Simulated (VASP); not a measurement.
# Nb (I4/mmm) in VASP: further runs, part 2 of 2

VASP 6.6.1.

## 4. Single point, PBE (strain -0.025 along x and y, +0.025 along z)

Contents of INCAR:

```
PREC     = Accurate       # precision mode
ENCUT    = 520            # plane-wave cutoff, eV
EDIFF    = 1E-7           # SCF threshold, eV
ISMEAR   = 0              # smearing method
SIGMA    = 0.15           # smearing width, eV
LREAL    = False          # projectors in reciprocal space
LASPH    = True           # aspherical terms in the spheres
NELM     = 60             # most SCF steps
ALGO     = Fast           # electronic algorithm
ISIF     = 2              # what is computed and relaxed
LWAVE    = False          # write WAVECAR
LCHARG   = False          # write CHGCAR
GGA      = PE             # functional
NBANDS   = 12             # bands
```

Contents of KPOINTS:

```
Automatic mesh
0
Gamma
  20 20 20
```

Contents of POSCAR:

```
Nb
1.0
   -1.6223512500      1.6223512500      1.7055487500
    1.6223512500     -1.6223512500      1.7055487500
    1.6223512500      1.6223512500     -1.7055487500
Nb
1
Direct
    0.0000000000      0.0000000000      0.0000000000
```

Potentials or basis: VASP PAW PBE potentials, release 64 (Nb_sv).

Run with:

```bash
> cat potpaw_PBE.64/Nb_sv/POTCAR > POTCAR
> mpirun -np 1 vasp_std > vasp.out
```

OUTCAR:

```text
PREC = Accurate
   ENCUT = 520
   EDIFF = 1E-7
   ISMEAR = 0
   LREAL = False
   LASPH = True
   NELM = 60
   ISIF = 2
   GGA = PE

 ion  position               nearest neighbor table
   1  0.000  0.000  0.000-

  LATTYP: Found a body centered tetragonal cell.
 ALAT       =     3.2447025000
 C/A-ratio  =     1.0512820513

  Lattice vectors:

 A1 = (  -1.6223512500,   1.6223512500,   1.7055487500)
 A2 = (   1.6223512500,  -1.6223512500,   1.7055487500)
 A3 = (   1.6223512500,   1.6223512500,  -1.7055487500)

Analysis of symmetry for initial positions (statically):
=====================================================================
 Subroutine PRICEL returns:
 Original cell was already a primitive cell.

 Routine SETGRP: Setting up the symmetry group for a
 body centered tetragonal supercell.

 Subroutine GETGRP returns: Found 16 space group operations
 (whereof 16 operations were pure point group operations)
 out of a pool of 16 trial point group operations.

The static configuration has the point symmetry D_4h.

Analysis of symmetry for dynamics (positions and initial velocities):
[... 162 lines left out ...]
 cond. band min:      11.2419635811   @ k =  -0.4500   0.1500   0.0000
 fundamental gap:      0.0048420949
 Fermi energy:        11.2388397680

 k-point     1 :       0.0000    0.0000    0.0000
  band No.  band energies     occupation
      1     -43.1373      2.00000
      2     -18.4285      2.00000
      3     -18.4279      2.00000
      4     -18.4279      2.00000
      5       5.2709      2.00000
      6      11.4325      0.06782
      7      11.4325      0.06782
      8      11.9724      0.00000
      9      14.1219      0.00000
     10      14.8444      0.00000
     11      24.9065      0.00000
     12      25.7682      0.00000
[... 331 lines left out ...]
 k-point    24 :      -0.3500    0.0500    0.0000
  band No.  band energies     occupation
      1     -42.9570      2.00000
      2     -19.4515      2.00000
      3     -18.7338      2.00000
      4     -18.4467      2.00000
      5       7.6901      2.00000
      6      10.2077      2.00000
      7      11.3756      0.19721
      8      13.9048      0.00000
      9      15.0313      0.00000
     10      15.4285      0.00000
     11      24.5256      0.00000
     12      25.5783      0.00000

 [... further k-points ...]
[... 5 lines left out ...]
  --------------------------------------------------------------------------------------
  -------------------------------------------------------------------------------------
  Total        0.3998373      0.3998373     -0.2804954      0.0000000      0.0000000      0.0000000
  in kB       35.6763178     35.6763178    -25.0277858      0.0000000      0.0000000      0.0000000
  external PRESSURE =      15.4416166 kB  Pullay stress =       0.0000000 kB

 VOLUME and BASIS-vectors are now :
 -----------------------------------------------------------------------------
  energy-cutoff  :      520.00
  volume of cell :       17.96
      direct lattice vectors                 reciprocal lattice vectors
    -1.622351250  1.622351250  1.705548750     0.000000000  0.308194665  0.293160779
     1.622351250 -1.622351250  1.705548750     0.308194665  0.000000000  0.293160779
     1.622351250  1.622351250 -1.705548750     0.308194665  0.308194665  0.000000000

 POSITION                                       TOTAL-FORCE (eV/Angst)
 -----------------------------------------------------------------------------------
      0.00000      0.00000      0.00000         0.000000      0.000000     -0.000000
 -----------------------------------------------------------------------------------
    total drift:                                0.000000      0.000000     -0.000000

  FREE ENERGIE OF THE ION-ELECTRON SYSTEM (eV)
  ---------------------------------------------------
  free  energy   TOTEN  =       -10.2125535818 eV

  energy  without entropy=      -10.1953299860  energy(sigma->0) =      -10.20394178
```

OSZICAR:

```text
N       E                     dE             d eps       ncg     rms          rms(c)
DAV:   1     0.117868990494E+03    0.11787E+03   -0.72631E+03 15440   0.108E+03
DAV:   2    -0.581606654658E+01   -0.12369E+03   -0.11927E+03 16580   0.392E+02
DAV:   3    -0.103403098551E+02   -0.45242E+01   -0.43076E+01 22112   0.655E+01
[... 18 lines left out ...]
RMM:  22    -0.102125530361E+02   -0.55819E-06   -0.29675E-06 15154   0.635E-03    0.394E-04
RMM:  23    -0.102125531968E+02   -0.16061E-06   -0.18512E-06 13924   0.432E-03    0.485E-04
RMM:  24    -0.102125534042E+02   -0.20745E-06   -0.12375E-06 13647   0.373E-03    0.114E-04
RMM:  25    -0.102125535076E+02   -0.10341E-06   -0.78774E-07 12757   0.292E-03    0.862E-05
RMM:  26    -0.102125535818E+02   -0.74219E-07   -0.55305E-07 12373   0.240E-03
   1 F= -.10212554E+02 E0= -.10203942E+02  d E =-.172236E-01
```

stdout:

```text
POSCAR found type information on POSCAR Nb
 POSCAR found :  1 types and       1 ions
 scaLAPACK will be used
 LDA part: xc-table for (Slater+PW92), standard interpolation
 POSCAR, INCAR and KPOINTS ok, starting setup
 FFT: planning ... GRIDC
 FFT: planning ... GRID_SOFT
 FFT: planning ... GRID
 WAVECAR not read
 entering main loop
WARNING in EDDRMM: call to ZHEGV failed, returncode =   8  4      6
WARNING in EDDRMM: call to ZHEGV failed, returncode =   8  4     10
WARNING in EDDRMM: call to ZHEGV failed, returncode =   6  3     11
WARNING in EDDRMM: call to ZHEGV failed, returncode =   8  4     11
WARNING in EDDRMM: call to ZHEGV failed, returncode =   8  4     10
WARNING in EDDRMM: call to ZHEGV failed, returncode =   6  3      8
WARNING in EDDRMM: call to ZHEGV failed, returncode =   6  3     10
WARNING in EDDRMM: call to ZHEGV failed, returncode =   6  3     11
WARNING in EDDRMM: call to ZHEGV failed, returncode =   6  3      8
WARNING in EDDRMM: call to ZHEGV failed, returncode =   8  4     12
WARNING in EDDRMM: call to ZHEGV failed, returncode =   6  3      7
WARNING in EDDRMM: call to ZHEGV failed, returncode =   6  3     11
WARNING in EDDRMM: call to ZHEGV failed, returncode =   6  3     10
```

It took 3.4 min on 1 thread of Intel Xeon Platinum 8488C (Sapphire Rapids), shared host; peak memory 0.25 GiB.

What came out:

- Free energy: -10.2126 eV
- Pressure: 1.5 GPa

Stress tensor (GPa, compression positive):
```
 3.57  0.00  0.00
 0.00  3.57  0.00
 0.00  0.00 -2.50
```

Levels at points of the mesh, in eV from the Fermi level:
```csv
k point,band 3,band 4,band 5,band 6,band 7,band 8,band 9,band 10
"(0.00, 0.00, 0.00)",-29.67,-29.67,-5.97,0.19,0.19,0.73,2.88,3.61
"(0.50, 0.00, 0.00)",-30.08,-29.67,-3.73,-1.47,2.17,2.91,4.03,6.32
"(0.50, 0.50, 0.00)",-30.13,-29.72,-3.79,-2.05,2.53,3.78,4.23,6.46
"(0.50, 0.50, 0.50)",-30.55,-30.55,-3.82,-3.68,5.50,5.68,5.68,8.31
```

Caveat: the cell differs from its parent crystal (strain -0.025 along x and y, +0.025 along z).

## 5. Summary

| cell | gap on the mesh (eV) | pressure (GPa) |
| --- | --- | --- |
| a = 2.834 Å, angles 110.2, 110.2, 108.1°, 1 atom | none | 5.9 |
| a = 2.858 Å, angles 108.8, 108.8, 110.8°, 1 atom | none | 1.3 |
| a = 2.859 Å, angles 110.8, 110.8, 106.7°, 1 atom | none | 1.5 |

Alike in all rows: task single point; level PBE; potentials or basis VASP PAW PBE potentials, release 64 (Nb_sv); no spin polarisation; k mesh 20 × 20 × 20; cutoff (eV) 520; smearing gaussian 0.15 eV.

Absolute energies hang on the potentials; compare differences alone.
